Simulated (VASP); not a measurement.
Input of a VASP 6.6.1 run:

File INCAR:

```
SYSTEM = Na4TmSb
  ALGO = Normal
  EDIFF = 1E-7
  EDIFFG = -0.04
  ENCUT = 500
  GGA = PE
  GGA_COMPAT = .False.
  IBRION = 2
  ISIF = 3
  ISMEAR = 0
  LASPH = .True.
  LCHARG = .False.
  LMAXMIX = 6
  LREAL = .False.
  LWAVE = .False.
  NELM = 200
  NELMIN = 4
  NSW = 90
  PREC = Accurate
  SIGMA = 0.1
```

The input KPOINTS:

```
k-points
0
Gamma
  4 4 4
  0 0 0
```

POSCAR

```
Na4TmSb
1.0
    4.4580981700      0.0000000000      0.0000000000
    0.0000000000      4.4580981700      0.0000000000
    0.0000000000      0.0000000000      6.4351554900
Na Tm Sb
4 1 1
Direct
    0.5000000000      0.0000000000      0.2657380100
    0.5000000000      0.0000000000      0.7342619900
    0.0000000000      0.5000000000      0.7342619900
    0.0000000000      0.5000000000      0.2657380100
    0.0000000000      0.0000000000      0.5000000000
    0.5000000000      0.5000000000      0.0000000000
```

Potentials or basis: VASP PAW PBE potentials, release 64 (Na_pv, Tm_3, Sb), 4f in core.

The run is started by

```bash
$ cat potpaw_PBE.64/Na_pv/POTCAR potpaw_PBE.64/Tm_3/POTCAR potpaw_PBE.64/Sb/POTCAR > POTCAR
$ mpirun -np 1 vasp_std > vasp.out
```

Q: What does it give for the band gap on the k mesh?

A: Zero (bands 21 and 22 overlap by 0.27 eV).

Q: Estimate the space group after relaxing (to 0.1 Å).

A: P4/mmm (No. 123).

Stress tensor (GPa, compression positive):
```
0.03 0.00 0.00
0.00 0.03 0.00
0.00 0.00 0.13
```

Caveat: spin-orbit coupling is left out, which moves the levels of the heavy elements; the 4f electrons are frozen in the core, so they carry no moment and show no levels. Spin polarisation is off, so any magnetic state and its effect on volume and gap are missing.
